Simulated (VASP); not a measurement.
Runs of VASP 6.6.1 on ZrO2 (Cubic zirconia). The structure is cubic, space group Fm-3m (No. 225). Conventional cell: a = 5.070 Å, b = 5.070 Å, c = 5.070 Å, α = 90.00°, β = 90.00°, γ = 90.00°. Within 2.9 Å of Zr (site symmetry m-3m) lie 8 O at 2.20 Å. Within 2.9 Å of O (site symmetry -43m) lie 4 Zr at 2.20 Å and 6 O at 2.53 Å. 

| level | potentials or basis | gap on the mesh (eV) | pressure (GPa) |
| --- | --- | --- | --- |
| RPBE | VASP PAW PBE potentials, release 64 (Zr_sv, O) | 3.63 | 11.5 |
| revPBE | VASP PAW PBE potentials, release 64 (Zr_sv, O) | 3.62 | (c) |
| LDA | VASP PAW LDA potentials, release 64 (Zr_sv, O) | 3.46 | (b) |
| PBEsol | VASP PAW PBE potentials, release 64 (Zr_sv, O) | 3.51 | (a) |
| BLYP | VASP PAW PBE potentials, release 64 (Zr_sv, O) | 3.63 | 14.6 |

Alike in all rows: task single point; no spin polarisation; cell as given; k mesh 5 × 5 × 5; cutoff (eV) 600; smearing gaussian 0.01 eV.

Q: Estimate the missing entries.

A: (a) -0.7; (b) -6.1; (c) 10.2.

Caveats: all runs use coarse meshes; the PAW data sets were made with another functional, which shifts forces and pressure a little (some runs).

A k mesh can miss the band edges, and the runs leave out spin-orbit coupling on Zr.
